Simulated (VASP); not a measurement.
# ZnSe2 (Pbca) in VASP: a series of runs, part 2 of 2

VASP 6.6.1. The steps go on from the part before.

## 3. Single point, PBEsol (uniaxial strain along a: -3.0 %, then relaxed in part)

File INCAR:

```
SYSTEM = ZnSe2
PREC = Accurate
ENCUT = 520
EDIFF = 1E-7
ISMEAR = 0
SIGMA = 0.02
LREAL = .False.
LASPH = .True.
NELM = 80
ALGO = Normal
ISIF = 2
LWAVE = .False.
LCHARG = .False.
GGA = PS
NBANDS = 60
```

File KPOINTS:

```
Automatic mesh
0
Gamma
  6 6 6
  0 0 0
```

File POSCAR:

```
ZnSe2
1.0
    6.0520420919      0.0000000000      0.0000000000
    0.0000000000      6.3149294210      0.0000000000
    0.0000000000      0.0000000000      6.3137015977
Zn Se
4 8
Direct
    0.5000000000      0.5000000000      0.0000000000
    0.5000000000      0.0000000000      0.5000000000
    0.0000000000      0.5000000000      0.5000000000
    0.0000000000      0.0000000000      0.0000000000
    0.1107578253      0.8899530414      0.3905113844
    0.8892421747      0.3899530414      0.1094886156
    0.3892421747      0.1100469586      0.8905113844
    0.6107578253      0.6100469586      0.6094886156
    0.8892421747      0.1100469586      0.6094886156
    0.1107578253      0.6100469586      0.8905113844
    0.6107578253      0.8899530414      0.1094886156
    0.3892421747      0.3899530414      0.3905113844
```

Potentials or basis: VASP PAW PBE potentials, release 64 (Zn, Se).

Launch:

```sh
$ cat potpaw_PBE.64/Zn/POTCAR potpaw_PBE.64/Se/POTCAR > POTCAR
$ mpirun -np 1 vasp_std > vasp.out
```

OUTCAR:

```text
SYSTEM = ZnSe2
   PREC = Accurate
   ENCUT = 520
   EDIFF = 1E-7
   ISMEAR = 0
   LREAL = .False.
   LASPH = .True.
   NELM = 80
   ISIF = 2
   GGA = PS

 ion  position               nearest neighbor table
   1  0.500  0.500  0.000-   6 2.55  10 2.55   7 2.64  11 2.64   8 2.65  12 2.65
   2  0.500  0.000  0.500-   5 2.55   9 2.55   8 2.64  12 2.64  11 2.65   7 2.65
   3  0.000  0.500  0.500-   8 2.55  12 2.55   9 2.64   5 2.64  10 2.65   6 2.65
   4  0.000  0.000  0.000-   7 2.55  11 2.55  10 2.64   6 2.64   5 2.65   9 2.65
   5  0.111  0.890  0.391-   9 2.37   2 2.55   3 2.64   4 2.65
   6  0.889  0.390  0.109-  10 2.37   1 2.55   4 2.64   3 2.65
   7  0.389  0.110  0.891-  11 2.37   4 2.55   1 2.64   2 2.65
   8  0.611  0.610  0.609-  12 2.37   3 2.55   2 2.64   1 2.65
   9  0.889  0.110  0.609-   5 2.37   2 2.55   3 2.64   4 2.65
  10  0.111  0.610  0.891-   6 2.37   1 2.55   4 2.64   3 2.65
  11  0.611  0.890  0.109-   7 2.37   4 2.55   1 2.64   2 2.65
  12  0.389  0.390  0.391-   8 2.37   3 2.55   2 2.64   1 2.65

  LATTYP: Found a simple orthorhombic cell.
 ALAT       =     6.0520420919
 B/A-ratio  =     1.0432349118
 C/A-ratio  =     1.0434377893

  Lattice vectors:

 A1 = (  -6.0520420919,   0.0000000000,   0.0000000000)
 A2 = (   0.0000000000,   0.0000000000,   6.3137015977)
 A3 = (   0.0000000000,   6.3149294210,   0.0000000000)

Analysis of symmetry for initial positions (statically):
=====================================================================
 Subroutine PRICEL returns:
 Original cell was already a primitive cell.

 Routine SETGRP: Setting up the symmetry group for a
 simple orthorhombic supercell.

 Subroutine GETGRP returns: Found  8 space group operations
 (whereof  2 operations were pure point group operations)
 out of a pool of  8 trial point group operations.

The static configuration has the point symmetry S_2 .
 The point group associated with its full space group is D_2h.

Analysis of symmetry for dynamics (positions and initial velocities):
=====================================================================
 Subroutine PRICEL returns:
 Original cell was already a primitive cell.

 Routine SETGRP: Setting up the symmetry group for a
 simple orthorhombic supercell.

 Subroutine GETGRP returns: Found  8 space group operations
 (whereof  2 operations were pure point group operations)
 out of a pool of  8 trial point group operations.

The dynamic configuration has the point symmetry S_2 .
 The point group associated with its full space group is D_2h.

 Subroutine INISYM returns: Found  8 space group operations
 (whereof  2 operations are pure point group operations),
 and found     1 'primitive' translations

----------------------------------------------------------------------------------------

                                     Primitive cell

  volume of cell :     241.2984

  direct lattice vectors                    reciprocal lattice vectors
     6.052042092  0.000000000  0.000000000     0.165233484  0.000000000  0.000000000
     0.000000000  6.314929421  0.000000000     0.000000000  0.158354897  0.000000000
     0.000000000  0.000000000  6.313701598     0.000000000  0.000000000  0.158385693

  length of vectors
     6.052042092  6.314929421  6.313701598     0.165233484  0.158354897  0.158385693

[... 84 lines left out ...]
   total plane-waves  NPLWV = 110592
   dimension x,y,z NGX =    48 NGY =   48 NGZ =   48
   dimension x,y,z NGXF=    96 NGYF=   96 NGZF=   96
   ions per type =               4   8
   NGX,Y,Z   is equivalent  to a cutoff of  13.19, 12.64, 12.64 a.u.
   NGXF,Y,Z  is equivalent  to a cutoff of  26.37, 25.27, 25.28 a.u.
 SYSTEM =  ZnSe2
   PREC   = accura    normal or accurate (medium, high low for compatibility)
   ISTART =      0    job   : 0-new  1-cont  2-samecut
   ICHARG =      2    charge: 1-file 2-atom 10-const
   ISPIN  =      1    spin polarized calculation?
   LNONCOLLINEAR =      F non collinear calculations
   LSORBIT =      F    spin-orbit coupling
   LASPH  =      T    aspherical Exc in radial PAW
   ENCUT  =  520.0 eV  38.22 Ry    6.18 a.u.  11.25 11.74 11.74*2*pi/ulx,y,z
   NELM   =     80;   NELMIN=  2; NELMDL= -5     # of ELM steps
   EDIFF  = 0.1E-06   stopping-criterion for ELM
   LREAL  =      F    real-space projection
   EDIFFG = 0.1E-05   stopping-criterion for IOM
   NSW    =      0    number of steps for IOM
   IBRION =     -1    ionic relax: 0-MD 1-quasi-New 2-CG
   NFREE  =      0    steps in history (QN), initial steepest desc. (CG)
   ISIF   =      2    stress and relaxation
   ISYM   =      2    0-nonsym 1-usesym 2-fastsym
   POTIM  = 0.5000    time-step for ionic-motion
   TEBEG  =    0.0;   TEEND  =   0.0 temperature during run
   PSTRESS=    0.0 pullay stress
   NELECT =      96.0000    total number of electrons
   NUPDOWN=      -1.0000    fix difference up-down
   EMIN   =  10.00;   EMAX   =-10.00  energy-range for DOS
   EFERMI =   0.00;   METHOD = LEGACY
   ISMEAR =     0;   SIGMA  =   0.02  broadening in eV -4-tet -1-fermi 0-gaus
   EFERMI_NEDOS =   21; number of points for ismear=-14 and -15
   IALGO  =     38    algorithm
   IMIX   =      4    mixing-type and parameters
     AMIX     =   0.40;   BMIX     =  1.00
     AMIX_MAG =   1.60;   BMIX_MAG =  1.00
  volume/ion in A,a.u.               =      20.11       135.70
  Fermi-wavevector in a.u.,A,eV,Ry     =   1.204057  2.275338 19.725093  1.449753
  Thomas-Fermi vector in A             =   2.339793
   LORBIT       =      0    0 simple, 1 ext, 2 COOP (PROOUT), +10 PAW based schemes
   GGA     = PS    functional components
   LHFCALC =     F    Hartree Fock is set to
   AEXX    =    0.0000 exact exchange contribution
   IVDW    =     0    specifies the selected vdW correction
   LEPSILON=     F    determine dielectric tensor
   LRPA    =     F    only Hartree local field effects (RPA)
 non-spin polarized calculation
 Gauss-broadening in eV      SIGMA  =   0.02
  energy-cutoff  :      520.00
  volume of cell :      241.30
 maximum number of plane-waves:      6526
 NGX is ok and might be reduce to    48
   NGX = 23   NGY = 23   NGZ = 23

 number of electron      96.0000031 magnetization

 Free energy of the ion-electron system (eV)
  ---------------------------------------------------
  ext. energy  EPLUGINS =         0.00000000
  ---------------------------------------------------
  free energy    TOTEN  =       -41.17456958 eV

  energy without entropy =      -41.17456958  energy(sigma->0) =      -41.17456958

 E-fermi :   4.3055     XC(G=0): -10.4022

 val. band max:        4.1860558140   @ k =   0.0000   0.0000   0.0000
 cond. band min:       4.8169419141   @ k =   0.1667   0.1667   0.1667
 fundamental gap:      0.6308861002
 Fermi energy:         4.3055190427

 k-point     1 :       0.0000    0.0000    0.0000
  band No.  band energies     occupation
      1     -11.6040      2.00000
      2     -10.4517      2.00000
      3     -10.4372      2.00000
      4     -10.3308      2.00000
      5      -8.2763      2.00000
      6      -8.2595      2.00000
[... 1501 lines left out ...]
     59       9.3871      0.00000
     60       9.3871      0.00000

 [... further k-points ...]

------------------------ aborting loop because EDIFF is reached ----------------------------------------

  FORCE on cell =-STRESS in cart. coord.  units (eV):
  Direction    XX          YY          ZZ          XY          YZ          ZX
  --------------------------------------------------------------------------------------
  -------------------------------------------------------------------------------------
  Total        3.2395867      0.3671755      0.3681390      0.0000000      0.0000000     -0.0000000
  in kB       21.5102618      2.4379778      2.4443757      0.0000000      0.0000000     -0.0000000
  external PRESSURE =       8.7975385 kB  Pullay stress =       0.0000000 kB

 VOLUME and BASIS-vectors are now :
 -----------------------------------------------------------------------------
  energy-cutoff  :      520.00
  volume of cell :      241.30
      direct lattice vectors                 reciprocal lattice vectors
     6.052042092  0.000000000  0.000000000     0.165233484  0.000000000  0.000000000
     0.000000000  6.314929421  0.000000000     0.000000000  0.158354897  0.000000000
     0.000000000  0.000000000  6.313701598     0.000000000  0.000000000  0.158385693

 POSITION                                       TOTAL-FORCE (eV/Angst)
 -----------------------------------------------------------------------------------
      3.02602      3.15746      0.00000         0.000000      0.000000      0.000000
      3.02602      0.00000      3.15685         0.000000      0.000000      0.000000
      0.00000      3.15746      3.15685         0.000000      0.000000      0.000000
      0.00000      0.00000      0.00000         0.000000      0.000000      0.000000
      0.67031      5.61999      2.46557         0.016701     -0.014538     -0.012631
      5.38173      2.46253      0.69128        -0.016701     -0.014538      0.012631
      2.35571      0.69494      5.62242        -0.016701      0.014538     -0.012631
      3.69633      3.85240      3.84813         0.016701      0.014538      0.012631
      5.38173      0.69494      3.84813        -0.016701      0.014538      0.012631
      0.67031      3.85240      5.62242         0.016701      0.014538     -0.012631
      3.69633      5.61999      0.69128         0.016701     -0.014538      0.012631
      2.35571      2.46253      2.46557        -0.016701     -0.014538     -0.012631
 -----------------------------------------------------------------------------------
    total drift:                                0.000000      0.000000     -0.000000

  FREE ENERGIE OF THE ION-ELECTRON SYSTEM (eV)
  ---------------------------------------------------
  free  energy   TOTEN  =       -41.1745695826 eV

  energy  without entropy=      -41.1745695826  energy(sigma->0) =      -41.17456958
```

It took 30 min on 1 thread of Oxide Virtual Turin-like, shared host; peak memory 0.73 GiB.

Results:

| Item | Value |
| --- | --- |
| Free energy | -41.1746 eV |
| Pressure | 0.9 GPa |
| Largest force | 0.025 eV/Å |
| Band gap on the k mesh | 0.63 eV (least direct gap 0.75 eV) |

Forces on the atoms (eV/Å):
```
Zn   0.000  0.000  0.000
Zn   0.000  0.000  0.000
Zn   0.000  0.000  0.000
Zn   0.000  0.000  0.000
Se   0.017 -0.015 -0.013
Se  -0.017 -0.015  0.013
Se  -0.017  0.015 -0.013
Se   0.017  0.015  0.013
Se  -0.017  0.015  0.013
Se   0.017  0.015 -0.013
Se   0.017 -0.015  0.013
Se  -0.017 -0.015 -0.013
```

Caveat: the cell differs from its parent crystal (uniaxial strain along a: -3.0 %, then relaxed in part); the PAW data sets were made with another functional, which shifts forces and pressure a little.

## 4. Single point, PBEsol (biaxial strain in the a-b plane: +3.0 %, then relaxed in part)

File INCAR:

```
SYSTEM = ZnSe2
PREC = Accurate ; ENCUT = 520
EDIFF = 1E-7 ; ISMEAR = 0
SIGMA = 0.02 ; LREAL = .FALSE.
LASPH = .TRUE. ; NELM = 80
ALGO = Normal ; ISIF = 2
LWAVE = .FALSE. ; LCHARG = .FALSE.
GGA = PS ; NBANDS = 60
```

File KPOINTS:

```
regular mesh
0
G
  6 6 6
  0 0 0
```

File POSCAR:

```
ZnSe2
1.0
    6.4263952110      0.0000000000      0.0000000000
    0.0000000000      6.4263952110      0.0000000000
    0.0000000000      0.0000000000      6.0426268557
Zn Se
4 8
Direct
    0.5000000000      0.5000000000      0.0000000000
    0.5000000000      0.0000000000      0.5000000000
    0.0000000000      0.5000000000      0.5000000000
    0.0000000000      0.0000000000      0.0000000000
    0.1086950025      0.8921409109      0.3889174890
    0.8913049975      0.3921409109      0.1110825110
    0.3913049975      0.1078590891      0.8889174890
    0.6086950025      0.6078590891      0.6110825110
    0.8913049975      0.1078590891      0.6110825110
    0.1086950025      0.6078590891      0.8889174890
    0.6086950025      0.8921409109      0.1110825110
    0.3913049975      0.3921409109      0.3889174890
```

Launch:

```sh
$ cat potpaw_PBE.64/Zn/POTCAR potpaw_PBE.64/Se/POTCAR > POTCAR
$ mpirun -np 1 vasp_std > vasp.out
```

Wall time 26 min (1 thread of Oxide Virtual Turin-like, shared host); peak memory 0.75 GiB.

Results (log left out):

| Quantity | Value |
| --- | --- |
| Free energy | -41.1251 eV |
| Pressure | -1.1 GPa |
| Largest force | 0.027 eV/Å |
| Band gap on the k mesh | 0.68 eV (least direct gap 0.92 eV) |

Forces in eV/Å, atoms in the order of the input:
```
Zn   0.000  0.000  0.000
Zn   0.000  0.000  0.000
Zn   0.000  0.000  0.000
Zn   0.000  0.000  0.000
Se   0.018 -0.018 -0.008
Se  -0.018 -0.018  0.008
Se  -0.018  0.018 -0.008
Se   0.018  0.018  0.008
Se  -0.018  0.018  0.008
Se   0.018  0.018 -0.008
Se   0.018 -0.018  0.008
Se  -0.018 -0.018 -0.008
```

Stress tensor (GPa, compression positive):
```
-1.79  0.00  0.00
 0.00 -1.84  0.00
 0.00  0.00  0.27
```

Levels at points of the mesh, in eV from the valence-band top:
```tsv
k point	band 44	band 45	band 46	band 47	band 48	band 49	band 50	band 51	band 52	band 53
(0.00, 0.00, 0.00)	-0.81	-0.79	-0.77	-0.25	0.00	0.92	1.48	2.05	2.10	2.11
(0.50, 0.00, 0.00)	-2.11	-1.54	-1.54	-0.18	-0.18	1.11	1.11	1.25	1.25	2.87
(0.00, 0.50, 0.00)	-1.99	-1.76	-1.76	-0.21	-0.21	1.13	1.13	1.20	1.20	3.27
(0.50, 0.50, 0.00)	-1.83	-1.62	-1.62	-1.62	-1.62	1.06	1.06	1.06	1.06	2.85
(0.00, 0.00, 0.50)	-2.08	-1.14	-1.14	-0.27	-0.27	1.22	1.22	1.30	1.30	2.92
(0.50, 0.00, 0.50)	-1.85	-1.44	-1.44	-1.44	-1.44	1.19	1.19	1.19	1.19	2.62
(0.00, 0.50, 0.50)	-1.89	-1.42	-1.42	-1.42	-1.42	1.23	1.23	1.23	1.23	2.67
(0.50, 0.50, 0.50)	-2.19	-1.96	-1.96	-1.96	-1.96	1.23	1.23	1.23	1.23	2.66
```

Caveat: the cell differs from its parent crystal (biaxial strain in the a-b plane: +3.0 %, then relaxed in part); the PAW data sets were made with another functional, which shifts forces and pressure a little. A k mesh can miss the band edges.

## 5. The runs side by side

```csv
cell,gap on the mesh (eV),pressure (GPa),largest force (eV/Å)
"a = 6.052, b = 6.052, c = 6.467 Å, 12 atoms, atomic positions A",0.48,2.5,0.03
"a = 6.052, b = 6.315, c = 6.314 Å, 12 atoms, atomic positions A",0.63,0.9,0.03
"a = 6.426, b = 6.426, c = 6.043 Å, 12 atoms, atomic positions B",0.68,-1.1,0.03
```

Alike in all rows: task single point; level PBEsol; potentials or basis VASP PAW PBE potentials, release 64 (Zn, Se); no spin polarisation; k mesh 6 × 6 × 6; cutoff (eV) 520; smearing gaussian 0.02 eV.

Caveats: the PAW data sets were made with another functional, which shifts forces and pressure a little.

Absolute energies hang on the potentials; compare differences alone.
